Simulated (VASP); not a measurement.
# CO2 (Cmce) in VASP: further runs

CO2 is run at these levels: r2SCAN; tasks: single point.

Everything below comes from runs of VASP 6.6.1. Logs are shortened: lines on timing, memory, paths and dates and some standing lists are left out, and cuts for length are marked.

### Step 1. The cell of the first run

It takes space group Cmce (No. 64, orthorhombic). Conventional cell: a = 5.339 Å, b = 4.806 Å, c = 6.435 Å, α = 90.00°, β = 90.00°, γ = 90.00°. C (site symmetry 2/m) has 2 O at 1.16 Å within 1.6 Å. Within 1.6 Å of O (site symmetry m) lie 1 C at 1.16 Å.

### Step 2. Single point, r2SCAN (13.76 Å³/atom)

The input, POSCAR:

```
CO2
1.0
    2.6692851084     -2.4031651607      0.0000000000
    2.6692851084      2.4031651607      0.0000000000
    0.0000000000      0.0000000000      6.4347849659
C O
2 4
Direct
    0.0000000000      0.0000000000      0.0000000000
    0.5000000000      0.5000000000      0.5000000000
    0.8051097035      0.1948902965      0.8936853307
    0.1948902965      0.8051097035      0.1063146693
    0.6948902965      0.3051097035      0.3936853307
    0.3051097035      0.6948902965      0.6063146693
```

The input, INCAR.step1:

```
SYSTEM = CO2
PREC = Accurate ; ENCUT = 520
ISMEAR = 0 ; SIGMA = 0.02
LREAL = .FALSE. ; LASPH = .TRUE.
NELM = 80 ; NBANDS = 25
GGA = PE ; ALGO = Normal
EDIFF = 1E-4 ; LWAVE = .TRUE.
LCHARG = .FALSE.
```

The input, INCAR.step2:

```
SYSTEM = CO2
PREC = Accurate ; ENCUT = 520
EDIFF = 1E-7 ; ISMEAR = 0
SIGMA = 0.02 ; LREAL = .FALSE.
LASPH = .TRUE. ; NELM = 80
ALGO = Normal ; ISIF = 2
LWAVE = .FALSE. ; LCHARG = .FALSE.
METAGGA = R2SCAN ; LMIXTAU = .TRUE.
NBANDS = 25 ; ISTART = 1
```

The input, KPOINTS:

```
Automatic mesh
0
G
  6 6 4
  0 0 0
```

Potentials or basis: VASP PAW PBE potentials, release 64 (C, O).

Started as:

```sh
cat potpaw_PBE.64/C/POTCAR potpaw_PBE.64/O/POTCAR > POTCAR
cp INCAR.step1 INCAR
mpirun -np 1 vasp_std > vasp.out
cp INCAR.step2 INCAR
mpirun -np 1 vasp_std > vasp.out
```

OUTCAR:

```text
SYSTEM = CO2
   PREC = Accurate
   ENCUT = 520
   EDIFF = 1E-7
   ISMEAR = 0
   LREAL = .FALSE.
   LASPH = .TRUE.
   NELM = 80
   ISIF = 2
   METAGGA = R2SCAN
   ISTART = 1

 ion  position               nearest neighbor table
   1  0.000  0.000  0.000-   3 1.16   4 1.16
   2  0.500  0.500  0.500-   5 1.16   6 1.16
   3  0.805  0.195  0.894-   1 1.16
   4  0.195  0.805  0.106-   1 1.16
   5  0.695  0.305  0.394-   2 1.16
   6  0.305  0.695  0.606-   2 1.16

  LATTYP: Found a base centered orthorhombic cell.
 ALAT       =     4.8063303214
 B/A-ratio  =     1.1107372694
 C/A-ratio  =     1.3388145499

  Lattice vectors:

 A1 = (  -2.6692851084,  -2.4031651607,   0.0000000000)
 A2 = (   2.6692851084,  -2.4031651607,   0.0000000000)
 A3 = (   0.0000000000,   0.0000000000,   6.4347849659)

Analysis of symmetry for initial positions (statically):
=====================================================================
 Subroutine PRICEL returns:
 Original cell was already a primitive cell.

 Routine SETGRP: Setting up the symmetry group for a
 base centered orthorhombic supercell.

 Subroutine GETGRP returns: Found  8 space group operations
 (whereof  4 operations were pure point group operations)
 out of a pool of  8 trial point group operations.

The static configuration has the point symmetry C_2h.
 The point group associated with its full space group is D_2h.

Analysis of symmetry for dynamics (positions and initial velocities):
=====================================================================
 Subroutine PRICEL returns:
 Original cell was already a primitive cell.

 Routine SETGRP: Setting up the symmetry group for a
 base centered orthorhombic supercell.

 Subroutine GETGRP returns: Found  8 space group operations
 (whereof  4 operations were pure point group operations)
 out of a pool of  8 trial point group operations.

The dynamic configuration has the point symmetry C_2h.
 The point group associated with its full space group is D_2h.

 Subroutine INISYM returns: Found  8 space group operations
 (whereof  4 operations are pure point group operations),
 and found     1 'primitive' translations

----------------------------------------------------------------------------------------

                                     Primitive cell

  volume of cell :      82.5549

  direct lattice vectors                    reciprocal lattice vectors
     2.669285108 -2.403165161  0.000000000     0.187316071 -0.208058942  0.000000000
     2.669285108  2.403165161  0.000000000     0.187316071  0.208058942  0.000000000
     0.000000000  0.000000000  6.434784966     0.000000000  0.000000000  0.155405348

  length of vectors
     3.591696783  3.591696783  6.434784966     0.279956843  0.279956843  0.155405348

  position of ions in fractional coordinates (direct lattice)
     0.000000000  0.000000000  0.000000000
     0.500000000  0.500000000  0.500000000
     0.805109704  0.194890296  0.893685331
     0.194890296  0.805109704  0.106314669
     0.694890296  0.305109704  0.393685331
     0.305109704  0.694890296  0.606314669

  ion indices of the primitive-cell ions
   primitive index   ion index
                 1           1
                 2           2
                 3           3
                 4           4
                 5           5
                 6           6

----------------------------------------------------------------------------------------

 KPOINTS: Automatic mesh

Automatic generation of k-mesh.
 Grid dimensions read from file:
 generate k-points for:    6    6    4

 Generating k-lattice:

  Cartesian coordinates                     Fractional coordinates (reciprocal lattice)
     0.031219345 -0.034676490  0.000000000     0.166666667 -0.000000000  0.000000000
     0.031219345  0.034676490  0.000000000    -0.000000000  0.166666667  0.000000000
     0.000000000  0.000000000  0.038851337     0.000000000  0.000000000  0.250000000

  Length of vectors
     0.046659474  0.046659474  0.038851337

  Shift w.r.t. Gamma in fractional coordinates (k-lattice)
     0.000000000  0.000000000  0.000000000

 Subroutine IBZKPT returns following result:
 ===========================================

 Found     39 irreducible k-points:

 Following reciprocal coordinates:
            Coordinates               Weight
  0.000000  0.000000  0.000000      1.000000
  0.166667  0.000000  0.000000      4.000000
  0.333333  0.000000  0.000000      4.000000
  0.500000  0.000000  0.000000      2.000000
  0.166667  0.166667  0.000000      2.000000
  0.333333  0.166667  0.000000      4.000000
[... 16 lines left out ...]
  0.333333  0.333333  0.250000      4.000000
  0.500000  0.333333  0.250000      8.000000
 [... further k-points ...]
   k-points           NKPTS =     39   k-points in BZ     NKDIM =     39   number of bands    NBANDS=     25
   number of dos      NEDOS =    301   number of ions     NIONS =      6
   total plane-waves  NPLWV =  37632
   dimension x,y,z NGX =    28 NGY =   28 NGZ =   48
   dimension x,y,z NGXF=    56 NGYF=   56 NGZF=   96
   ions per type =               2   4
   NGX,Y,Z   is equivalent  to a cutoff of  12.96, 12.96, 12.40 a.u.
   NGXF,Y,Z  is equivalent  to a cutoff of  25.92, 25.92, 24.80 a.u.
 SYSTEM =  CO2
   PREC   = accura    normal or accurate (medium, high low for compatibility)
   ISTART =      1    job   : 0-new  1-cont  2-samecut
   ICHARG =      0    charge: 1-file 2-atom 10-const
   ISPIN  =      1    spin polarized calculation?
   LNONCOLLINEAR =      F non collinear calculations
   LSORBIT =      F    spin-orbit coupling
   LASPH  =      T    aspherical Exc in radial PAW
   ENCUT  =  520.0 eV  38.22 Ry    6.18 a.u.   6.68  6.68 11.96*2*pi/ulx,y,z
   NELM   =     80;   NELMIN=  2; NELMDL=  0     # of ELM steps
   EDIFF  = 0.1E-06   stopping-criterion for ELM
   LREAL  =      F    real-space projection
   EDIFFG = 0.1E-05   stopping-criterion for IOM
   NSW    =      0    number of steps for IOM
   IBRION =     -1    ionic relax: 0-MD 1-quasi-New 2-CG
   NFREE  =      0    steps in history (QN), initial steepest desc. (CG)
   ISIF   =      2    stress and relaxation
   ISYM   =      2    0-nonsym 1-usesym 2-fastsym
   POTIM  = 0.5000    time-step for ionic-motion
   TEBEG  =    0.0;   TEEND  =   0.0 temperature during run
   PSTRESS=    0.0 pullay stress
   NELECT =      32.0000    total number of electrons
   NUPDOWN=      -1.0000    fix difference up-down
   EMIN   =  10.00;   EMAX   =-10.00  energy-range for DOS
   EFERMI =   0.00;   METHOD = LEGACY
   ISMEAR =     0;   SIGMA  =   0.02  broadening in eV -4-tet -1-fermi 0-gaus
   EFERMI_NEDOS =   21; number of points for ismear=-14 and -15
   IALGO  =     38    algorithm
   IMIX   =      4    mixing-type and parameters
     AMIX     =   0.40;   BMIX     =  1.00
     AMIX_MAG =   1.60;   BMIX_MAG =  1.00
  volume/ion in A,a.u.               =      13.76        92.85
  Fermi-wavevector in a.u.,A,eV,Ry     =   1.193651  2.255673 19.385610  1.424802
  Thomas-Fermi vector in A             =   2.329660
   LORBIT       =      0    0 simple, 1 ext, 2 COOP (PROOUT), +10 PAW based schemes
   METAGGA = R2SCAN    functional components
   LHFCALC =     F    Hartree Fock is set to
   AEXX    =    0.0000 exact exchange contribution
   IVDW    =     0    specifies the selected vdW correction
   LEPSILON=     F    determine dielectric tensor
   LRPA    =     F    only Hartree local field effects (RPA)
 non-spin polarized calculation
 Gauss-broadening in eV      SIGMA  =   0.02
  energy-cutoff  :      520.00
  volume of cell :       82.55
 maximum number of plane-waves:      2234
   NGX = 13   NGY = 13   NGZ = 23

 number of electron      32.0000013 magnetization

 Free energy of the ion-electron system (eV)
  ---------------------------------------------------
  ext. energy  EPLUGINS =         0.00000000
  ---------------------------------------------------
  free energy    TOTEN  =       -51.46345020 eV

  energy without entropy =      -51.46345020  energy(sigma->0) =      -51.46345020

 E-fermi :  -3.3639     XC(G=0):  -8.6562

 val. band max:       -3.5205683168   @ k =   0.5000   0.5000   0.0000
 cond. band min:       3.7562818616   @ k =   0.0000   0.0000   0.0000
 fundamental gap:      7.2768501784
 Fermi energy:        -3.3638813318

 k-point     1 :       0.0000    0.0000    0.0000
  band No.  band energies     occupation
      1     -25.6574      2.00000
      2     -25.4776      2.00000
      3     -24.3739      2.00000
      4     -24.3023      2.00000
      5      -9.0853      2.00000
      6      -9.0849      2.00000
[... 17 lines left out ...]
     24      13.2017      0.00000
     25      13.7383      0.00000

 k-point     2 :       0.1667    0.0000    0.0000
  band No.  band energies     occupation
      1     -25.6204      2.00000
      2     -25.4620      2.00000
      3     -24.3815      2.00000
      4     -24.3218      2.00000
      5      -9.2376      2.00000
      6      -9.1002      2.00000
[... 17 lines left out ...]
     24      12.3869      0.00000
     25      13.4414      0.00000

 k-point     3 :       0.3333    0.0000    0.0000
  band No.  band energies     occupation
      1     -25.5335      2.00000
      2     -25.4385      2.00000
      3     -24.3966      2.00000
      4     -24.3654      2.00000
      5      -9.3553      2.00000
      6      -9.1630      2.00000
[... 17 lines left out ...]
     24      11.3057      0.00000
     25      12.2511      0.00000

 k-point     4 :       0.5000    0.0000    0.0000
  band No.  band energies     occupation
      1     -25.4569      2.00000
      2     -25.4569      2.00000
      3     -24.3972      2.00000
      4     -24.3972      2.00000
      5      -9.3012      2.00000
      6      -9.3012      2.00000
[... 17 lines left out ...]
     24      11.1105      0.00000
     25      11.5335      0.00000

 k-point     5 :       0.1667    0.1667    0.0000
  band No.  band energies     occupation
      1     -25.5994      2.00000
      2     -25.4397      2.00000
      3     -24.3843      2.00000
      4     -24.3336      2.00000
      5      -9.2105      2.00000
      6      -9.1485      2.00000
[... 17 lines left out ...]
     24      13.0916      0.00000
     25      13.3283      0.00000

 k-point     6 :       0.3333    0.1667    0.0000
  band No.  band energies     occupation
      1     -25.5280      2.00000
      2     -25.4073      2.00000
      3     -24.3969      2.00000
      4     -24.3717      2.00000
      5      -9.3004      2.00000
      6      -9.2589      2.00000
[... 17 lines left out ...]
     24      11.8379      0.00000
     25      12.5442      0.00000
[... 393 lines left out ...]
 k-point    21 :      -0.3333    0.1667    0.2500
  band No.  band energies     occupation
      1     -25.4762      2.00000
      2     -25.4441      2.00000
      3     -24.4032      2.00000
      4     -24.3840      2.00000
      5      -9.3322      2.00000
      6      -9.0974      2.00000
[... 17 lines left out ...]
     24      11.5065      0.00000
     25      11.6648      0.00000

 k-point    22 :      -0.1667    0.1667    0.2500
  band No.  band energies     occupation
      1     -25.5556      2.00000
      2     -25.4714      2.00000
      3     -24.3840      2.00000
      4     -24.3495      2.00000
      5      -9.3171      2.00000
      6      -9.0428      2.00000
[... 17 lines left out ...]
     24      11.8787      0.00000
     25      12.5658      0.00000

 k-point    23 :       0.3333    0.3333    0.2500
  band No.  band energies     occupation
      1     -25.4646      2.00000
      2     -25.3813      2.00000
      3     -24.4034      2.00000
      4     -24.3970      2.00000
      5      -9.4520      2.00000
      6      -9.2930      2.00000
[... 17 lines left out ...]
     24      11.8142      0.00000
     25      12.0136      0.00000

 k-point    24 :       0.5000    0.3333    0.2500
  band No.  band energies     occupation
      1     -25.4234      2.00000
      2     -25.3661      2.00000
      3     -24.4177      2.00000
      4     -24.4119      2.00000
      5      -9.4743      2.00000
      6      -9.2520      2.00000
[... 17 lines left out ...]
     24      10.9600      0.00000
     25      11.3799      0.00000

 [... further k-points ...]

------------------------ aborting loop because EDIFF is reached ----------------------------------------

  FORCE on cell =-STRESS in cart. coord.  units (eV):
  Direction    XX          YY          ZZ          XY          YZ          ZX
  --------------------------------------------------------------------------------------
  -------------------------------------------------------------------------------------
  Total        0.1228809      2.4899475      1.3821015      0.0000000      0.0000000      0.0000000
  in kB        2.3848012     48.3234746     26.8230350      0.0000000      0.0000000      0.0000000
  external PRESSURE =      25.8437703 kB  Pullay stress =       0.0000000 kB

 VOLUME and BASIS-vectors are now :
 -----------------------------------------------------------------------------
  energy-cutoff  :      520.00
  volume of cell :       82.55
      direct lattice vectors                 reciprocal lattice vectors
     2.669285108 -2.403165161  0.000000000     0.187316071 -0.208058942  0.000000000
     2.669285108  2.403165161  0.000000000     0.187316071  0.208058942  0.000000000
     0.000000000  0.000000000  6.434784966     0.000000000  0.000000000  0.155405348

 POSITION                                       TOTAL-FORCE (eV/Angst)
 -----------------------------------------------------------------------------------
      0.00000      0.00000      0.00000        -0.000000      0.000000      0.000000
      2.66929      0.00000      3.21739         0.000000      0.000000      0.000000
      2.66929     -1.46646      5.75067         0.000000      0.640157     -0.468628
      2.66929      1.46646      0.68411         0.000000     -0.640157      0.468628
      2.66929     -0.93671      2.53328         0.000000     -0.640157     -0.468628
      2.66929      0.93671      3.90150         0.000000      0.640157      0.468628
 -----------------------------------------------------------------------------------
    total drift:                                0.000000      0.000000      0.000000

  FREE ENERGIE OF THE ION-ELECTRON SYSTEM (eV)
  ---------------------------------------------------
  free  energy   TOTEN  =       -51.4634501988 eV

  energy  without entropy=      -51.4634501988  energy(sigma->0) =      -51.46345020
```

It took 2 min on 1 thread of Intel Xeon 6975P-C (Granite Rapids), shared host; peak memory 0.22 GiB.

What came out:

| Item | Value |
| --- | --- |
| Free energy | -51.4635 eV |
| Pressure | 2.6 GPa |
| Largest force | 0.793 eV/Å |
| Band gap on the k mesh | 7.28 eV (least direct gap 7.81 eV) |

Forces in eV/Å, atoms in the order of the input:
```
C    0.000  0.000  0.000
C    0.000  0.000  0.000
O    0.000  0.640 -0.469
O    0.000 -0.640  0.469
O    0.000 -0.640 -0.469
O    0.000  0.640  0.469
```

Stress tensor (GPa, compression positive):
```
0.24 0.00 0.00
0.00 4.83 0.00
0.00 0.00 2.68
```

Caveat: the PAW data sets were made with another functional, which shifts forces and pressure a little.

[end of part 1 of 2]
